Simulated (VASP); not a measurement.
# SnO2 (R-3m) in VASP: notebook, part 2 of 2

VASP 6.6.1.

## (4) Single point, PBE (atoms shifted along a free coordinate)

Input file INCAR:

```
SYSTEM = SnO2
PREC     = Accurate       ! precision mode
ENCUT    = 520            ! plane-wave cutoff, eV
EDIFF    = 1E-6           ! SCF threshold, eV
ISMEAR   = 0              ! smearing method
SIGMA    = 0.05           ! smearing width, eV
LREAL    = .FALSE.        ! projectors in reciprocal space
LASPH    = .TRUE.         ! aspherical terms in the spheres
NELM     = 100            ! most SCF steps
ALGO     = Normal         ! electronic algorithm
ISIF     = 2              ! what is computed and relaxed
LWAVE    = .FALSE.        ! write WAVECAR
LCHARG   = .FALSE.        ! write CHGCAR
GGA      = PE             ! functional
NBANDS   = 20             ! bands
```

Input file KPOINTS:

```
Automatic mesh
0
G
  12 12 12
  0 0 0
```

Input file POSCAR:

```
SnO2
1.0
    1.5724397632      0.9078485206      4.7834132923
   -1.5724397632      0.9078485206      4.7834132923
    0.0000000000     -1.8156970411      4.7834132923
Sn O
1 2
Direct
    0.5000000000      0.5000000000      0.5000000000
    0.2291218238      0.2291218238      0.2291218238
    0.7708781762      0.7708781762      0.7708781762
```

Potentials or basis: VASP PAW PBE potentials, release 64 (Sn_d, O).

The run is started by

```sh
$ cat potpaw_PBE.64/Sn_d/POTCAR potpaw_PBE.64/O/POTCAR > POTCAR
$ mpirun -np 1 vasp_std > vasp.out
```

OUTCAR:

```text
SYSTEM = SnO2
   PREC = Accurate
   ENCUT = 520
   EDIFF = 1E-6
   ISMEAR = 0
   LREAL = .FALSE.
   LASPH = .TRUE.
   NELM = 100
   ISIF = 2
   GGA = PE

 ion  position               nearest neighbor table
   1  0.500  0.500  0.500-   2 2.02   3 2.02   2 2.02   2 2.02   3 2.02   3 2.02
   2  0.229  0.229  0.229-   1 2.02   1 2.02   1 2.02
   3  0.771  0.771  0.771-   1 2.02   1 2.02   1 2.02

  LATTYP: Found a trigonal (rhomboedric) cell.
 ALAT       =     5.1164243833
 COS(alpha) =     0.8110943660

  Lattice vectors:

 A1 = (   1.5724397632,   0.9078485206,   4.7834132923)
 A2 = (  -1.5724397632,   0.9078485206,   4.7834132923)
 A3 = (   0.0000000000,  -1.8156970411,   4.7834132923)

Analysis of symmetry for initial positions (statically):
=====================================================================
 Subroutine PRICEL returns:
 Original cell was already a primitive cell.

 Routine SETGRP: Setting up the symmetry group for a
 trigonal (rhombohedral) supercell.

 Subroutine GETGRP returns: Found 12 space group operations
 (whereof 12 operations were pure point group operations)
 out of a pool of 12 trial point group operations.

The static configuration has the point symmetry D_3d.

Analysis of symmetry for dynamics (positions and initial velocities):
=====================================================================
 Subroutine PRICEL returns:
 Original cell was already a primitive cell.

 Routine SETGRP: Setting up the symmetry group for a
 trigonal (rhombohedral) supercell.

 Subroutine GETGRP returns: Found 12 space group operations
 (whereof 12 operations were pure point group operations)
 out of a pool of 12 trial point group operations.

[... 115 lines left out ...]
   EMIN   =  10.00;   EMAX   =-10.00  energy-range for DOS
   EFERMI =   0.00;   METHOD = LEGACY
   ISMEAR =     0;   SIGMA  =   0.05  broadening in eV -4-tet -1-fermi 0-gaus
   EFERMI_NEDOS =   21; number of points for ismear=-14 and -15
   IALGO  =     38    algorithm
   IMIX   =      4    mixing-type and parameters
     AMIX     =   0.40;   BMIX     =  1.00
     AMIX_MAG =   1.60;   BMIX_MAG =  1.00
  volume/ion in A,a.u.               =      13.66        92.16
  Fermi-wavevector in a.u.,A,eV,Ry     =   1.406826  2.658516 26.928103  1.979160
  Thomas-Fermi vector in A             =   2.529147
   LORBIT       =      0    0 simple, 1 ext, 2 COOP (PROOUT), +10 PAW based schemes
   GGA     = PE    functional components
   LHFCALC =     F    Hartree Fock is set to
   AEXX    =    0.0000 exact exchange contribution
   IVDW    =     0    specifies the selected vdW correction
   LEPSILON=     F    determine dielectric tensor
   LRPA    =     F    only Hartree local field effects (RPA)
 non-spin polarized calculation
 Gauss-broadening in eV      SIGMA  =   0.05
  energy-cutoff  :      520.00
  volume of cell :       40.97
 maximum number of plane-waves:      1122
 NGX is ok and might be reduce to    40
   NGX = 19   NGY = 19   NGZ = 19

 number of electron      26.0000006 magnetization

 Free energy of the ion-electron system (eV)
  ---------------------------------------------------
  ext. energy  EPLUGINS =         0.00000000
  ---------------------------------------------------
  free energy    TOTEN  =       -17.74202901 eV

  energy without entropy =      -17.74202901  energy(sigma->0) =      -17.74202901

 E-fermi :   4.0832     XC(G=0): -10.1222

 val. band max:        3.8672732289   @ k =  -0.2500   0.2500   0.0000
 cond. band min:       6.6627034179   @ k =   0.0000   0.0000   0.0000
 fundamental gap:      2.7954301889
 Fermi energy:         4.0831547594

 k-point     1 :       0.0000    0.0000    0.0000
  band No.  band energies     occupation
      1     -16.4679      2.00000
      2     -15.7614      2.00000
      3     -15.7614      2.00000
      4     -15.4363      2.00000
      5     -15.4363      2.00000
      6     -14.4383      2.00000
[... 541 lines left out ...]
     19      17.8419      0.00000
     20      18.8772      0.00000

 [... further k-points ...]

------------------------ aborting loop because EDIFF is reached ----------------------------------------

  FORCE on cell =-STRESS in cart. coord.  units (eV):
  Direction    XX          YY          ZZ          XY          YZ          ZX
  --------------------------------------------------------------------------------------
  -------------------------------------------------------------------------------------
  Total        7.1881444      7.1881444      4.4235578      0.0000000      0.0000000      0.0000000
  in kB      281.0935046    281.0935046    172.9839154      0.0000000      0.0000000      0.0000000
  external PRESSURE =     245.0569748 kB  Pullay stress =       0.0000000 kB

 VOLUME and BASIS-vectors are now :
 -----------------------------------------------------------------------------
  energy-cutoff  :      520.00
  volume of cell :       40.97
      direct lattice vectors                 reciprocal lattice vectors
     1.572439763  0.907848521  4.783413292     0.317977204  0.183584225  0.069685246
    -1.572439763  0.907848521  4.783413292    -0.317977204  0.183584225  0.069685246
     0.000000000 -1.815697041  4.783413292     0.000000000 -0.367168449  0.069685246

 POSITION                                       TOTAL-FORCE (eV/Angst)
 -----------------------------------------------------------------------------------
      0.00000      0.00000      7.17512         0.000000     -0.000000     -0.000000
      0.00000      0.00000      3.28795        -0.000000      0.000000      2.495573
      0.00000      0.00000     11.06229        -0.000000     -0.000000     -2.495573
 -----------------------------------------------------------------------------------
    total drift:                                0.000000      0.000000      0.000000

  FREE ENERGIE OF THE ION-ELECTRON SYSTEM (eV)
  ---------------------------------------------------
  free  energy   TOTEN  =       -17.7420290082 eV

  energy  without entropy=      -17.7420290082  energy(sigma->0) =      -17.74202901
```

stdout:

```text
POSCAR found type information on POSCAR SnO
 POSCAR found :  2 types and       3 ions
 scaLAPACK will be used
 LDA part: xc-table for (Slater+PW92), standard interpolation
 POSCAR, INCAR and KPOINTS ok, starting setup
 FFT: planning ... GRIDC
 FFT: planning ... GRID_SOFT
 FFT: planning ... GRID
 WAVECAR not read
 entering main loop
```

Wall time 1.9 min (1 thread of Intel Xeon 6975P-C (Granite Rapids), shared host); peak memory 0.33 GiB.

What came out:

```
Free energy            : -17.7420 eV
Pressure               : 24.5 GPa
Largest force          : 2.496 eV/Å
Band gap on the k mesh : 2.80 eV (least direct gap 3.36 eV)
```

Forces in eV/Å, atoms in the order of the input:
```
Sn   0.000  0.000  0.000
O    0.000  0.000  2.496
O    0.000  0.000 -2.496
```

Stress tensor (GPa, compression positive):
```
28.11  0.00  0.00
 0.00 28.11  0.00
 0.00  0.00 17.30
```

Caveat: the cell differs from its parent crystal (atoms shifted along a free coordinate); the stress differs along the axes, from 17 to 28 GPa; spin-orbit coupling is left out, which moves the levels of the heavy elements; forces of over 1 eV/Å act on the atoms, so gaps and moduli don't describe the material at rest.

## (5) Single point, PBE (atoms shifted along a free coordinate)

Input file INCAR:

```
PREC     = Accurate       # precision mode
ENCUT    = 520            # plane-wave cutoff, eV
EDIFF    = 1E-6           # SCF threshold, eV
ISMEAR   = 0              # smearing method
SIGMA    = 0.05           # smearing width, eV
LREAL    = False          # projectors in reciprocal space
LASPH    = True           # aspherical terms in the spheres
NELM     = 60             # most SCF steps
ALGO     = Normal         # electronic algorithm
ISIF     = 2              # what is computed and relaxed
LWAVE    = False          # write WAVECAR
LCHARG   = False          # write CHGCAR
GGA      = PE             # functional
NBANDS   = 20             # bands
```

Input file KPOINTS:

```
regular mesh
0
Gamma
  12 12 12
```

Input file POSCAR:

```
SnO2
1.0
    1.5724397632      0.9078485206      4.7834132923
   -1.5724397632      0.9078485206      4.7834132923
    0.0000000000     -1.8156970411      4.7834132923
Sn O
1 2
Direct
    0.5000000000      0.5000000000      0.5000000000
    0.2521652253      0.2521652253      0.2521652253
    0.7478347747      0.7478347747      0.7478347747
```

The run is started by

```sh
$ cat potpaw_PBE.64/Sn_d/POTCAR potpaw_PBE.64/O/POTCAR > POTCAR
$ mpirun -np 1 vasp_std > vasp.out
```

Run time: 2.5 min. Hardware: 1 thread of Intel Xeon 6975P-C (Granite Rapids), shared host; peak memory 0.33 GiB.

It converged, with:

```
Free energy            : -17.6671 eV
Pressure               : -5.7 GPa
Largest force          : 2.396 eV/Å
Band gap on the k mesh : 1.68 eV (least direct gap 1.70 eV)
```

Forces on the atoms (eV/Å):
```
Sn   0.000  0.000  0.000
O    0.000  0.000 -2.396
O    0.000  0.000  2.396
```

Stress tensor (GPa, compression positive):
```
  1.16   0.00   0.00
  0.00   1.16   0.00
  0.00   0.00 -19.32
```

Levels at points of the mesh, in eV from the valence-band top:
| k point | band 9 | band 10 | band 11 | band 12 | band 13 | band 14 | band 15 | band 16 | band 17 | band 18 |
| --- | --- | --- | --- | --- | --- | --- | --- | --- | --- | --- |
| (0.00, 0.00, 0.00) | -0.74 | -0.74 | -0.50 | -0.50 | -0.01 | 1.68 | 5.72 | 11.42 | 11.42 | 12.82 |
| (0.50, 0.00, 0.00) | -4.04 | -2.08 | -2.01 | -0.93 | -0.64 | 4.63 | 6.63 | 10.12 | 11.06 | 11.29 |
| (0.50, 0.50, 0.00) | -4.44 | -2.24 | -1.46 | -0.32 | -0.01 | 4.12 | 5.74 | 10.44 | 10.78 | 10.90 |
| (0.50, 0.50, 0.50) | -1.56 | -0.89 | -0.89 | -0.36 | -0.36 | 3.34 | 5.57 | 11.62 | 11.62 | 13.95 |

Caveat: the cell differs from its parent crystal (atoms shifted along a free coordinate); the stress differs along the axes, from -19 to 1 GPa; spin-orbit coupling is left out, which moves the levels of the heavy elements; forces of over 1 eV/Å act on the atoms, so gaps and moduli don't describe the material at rest.

## (6) Single point, PBE (atoms shifted along a free coordinate)

Input file INCAR:

```
  ALGO = Normal
  EDIFF = 1E-6
  ENCUT = 520
  GGA = PE
  ISIF = 2
  ISMEAR = 0
  LASPH = True
  LCHARG = False
  LREAL = False
  LWAVE = False
  NBANDS = 20
  NELM = 80
  PREC = Accurate
  SIGMA = 0.05
```

Input file KPOINTS:

```
k-points
0
Gamma
  12 12 12
```

Input file POSCAR:

```
SnO2
1.0
    1.5724397632      0.9078485206      4.7834132923
   -1.5724397632      0.9078485206      4.7834132923
    0.0000000000     -1.8156970411      4.7834132923
Sn O
1 2
Direct
    0.5000000000      0.5000000000      0.5000000000
    0.2464043750      0.2464043750      0.2464043750
    0.7535956250      0.7535956250      0.7535956250
```

Potentials or basis: VASP PAW PBE potentials, release 64 (Sn_d, O).

The run is started by

```sh
$ cat potpaw_PBE.64/Sn_d/POTCAR potpaw_PBE.64/O/POTCAR > POTCAR
$ mpirun -np 1 vasp_std > vasp.out
```

OUTCAR:

```text
EDIFF = 1E-6
   ENCUT = 520
   GGA = PE
   ISIF = 2
   ISMEAR = 0
   LASPH = True
   LREAL = False
   NELM = 80
   PREC = Accurate

 ion  position               nearest neighbor table
   1  0.500  0.500  0.500-   2 2.15   3 2.15   2 2.15   2 2.15   3 2.15   3 2.15
   2  0.246  0.246  0.246-   1 2.15   1 2.15   1 2.15
   3  0.754  0.754  0.754-   1 2.15   1 2.15   1 2.15

[... 749 lines left out ...]

  FORCE on cell =-STRESS in cart. coord.  units (eV):
  Direction    XX          YY          ZZ          XY          YZ          ZX
  --------------------------------------------------------------------------------------
  -------------------------------------------------------------------------------------
  Total        1.2336956      1.2336956     -2.5758837      0.0000000     -0.0000000      0.0000000
  in kB       48.2438599     48.2438599   -100.7303315      0.0000000     -0.0000000      0.0000000
  external PRESSURE =      -1.4142039 kB  Pullay stress =       0.0000000 kB

 VOLUME and BASIS-vectors are now :
 -----------------------------------------------------------------------------
  energy-cutoff  :      520.00
  volume of cell :       40.97
      direct lattice vectors                 reciprocal lattice vectors
     1.572439763  0.907848521  4.783413292     0.317977204  0.183584225  0.069685246
    -1.572439763  0.907848521  4.783413292    -0.317977204  0.183584225  0.069685246
     0.000000000 -1.815697041  4.783413292     0.000000000 -0.367168449  0.069685246

 POSITION                                       TOTAL-FORCE (eV/Angst)
 -----------------------------------------------------------------------------------
      0.00000      0.00000      7.17512         0.000000      0.000000     -0.000000
      0.00000      0.00000      3.53596        -0.000000     -0.000000     -1.355315
      0.00000      0.00000     10.81428        -0.000000      0.000000      1.355315
 -----------------------------------------------------------------------------------
    total drift:                                0.000000      0.000000      0.000000

  FREE ENERGIE OF THE ION-ELECTRON SYSTEM (eV)
  ---------------------------------------------------
  free  energy   TOTEN  =       -17.9788413597 eV

  energy  without entropy=      -17.9788413597  energy(sigma->0) =      -17.97884136
```

stdout:

```text
POSCAR found type information on POSCAR SnO
 POSCAR found :  2 types and       3 ions
 scaLAPACK will be used
 LDA part: xc-table for (Slater+PW92), standard interpolation
 POSCAR, INCAR and KPOINTS ok, starting setup
 FFT: planning ... GRIDC
 FFT: planning ... GRID_SOFT
 FFT: planning ... GRID
 WAVECAR not read
 entering main loop
```

Wall time 2.1 min (1 thread of Intel Xeon 6975P-C (Granite Rapids), shared host); peak memory 0.33 GiB.

What came out:

| Quantity | Value |
| --- | --- |
| Free energy | -17.9788 eV |
| Pressure | -0.1 GPa |
| Largest force | 1.355 eV/Å |
| Band gap on the k mesh | 2.01 eV (least direct gap 2.02 eV) |

Forces in eV/Å, atoms in the order of the input:
```
Sn   0.000  0.000  0.000
O    0.000  0.000 -1.355
O    0.000  0.000  1.355
```

Caveat: the cell differs from its parent crystal (atoms shifted along a free coordinate); the stress differs along the axes, from -10 to 5 GPa; spin-orbit coupling is left out, which moves the levels of the heavy elements; forces of over 1 eV/Å act on the atoms, so gaps and moduli don't describe the material at rest. A k mesh can miss the band edges.

## (7) Overview

| cell | gap on the mesh (eV) | pressure (GPa) | largest force (eV/Å) |
| --- | --- | --- | --- |
| as given, atomic positions A | 2.31 | 6.7 | 0.20 |
| as given, atomic positions B | 3.00 | 48.4 | 5.61 |
| as given, atomic positions C | 2.80 | 24.5 | 2.50 |
| as given, atomic positions D | 1.68 | -5.7 | 2.40 |
| as given, atomic positions E | 2.01 | -0.1 | 1.36 |

Alike in all rows: task single point; level PBE; potentials or basis VASP PAW PBE potentials, release 64 (Sn_d, O); no spin polarisation; k mesh 12 × 12 × 12; cutoff (eV) 520; smearing gaussian 0.05 eV.

Caveats: spin-orbit coupling is left out, which moves the levels of the heavy elements; forces of over 1 eV/Å act on the atoms, so gaps and moduli don't describe the material at rest (at least some runs); the stress differs along the axes, from -1 to 10 GPa (at least some runs); the stress differs along the axes, from 31 to 57 GPa (at least some runs); the stress differs along the axes, from 17 to 28 GPa (at least some runs); the stress differs along the axes, from -19 to 1 GPa (at least some runs); the stress differs along the axes, from -10 to 5 GPa (at least some runs).

Total energies depend on the potentials used, so only differences within one code and one set of settings carry meaning.
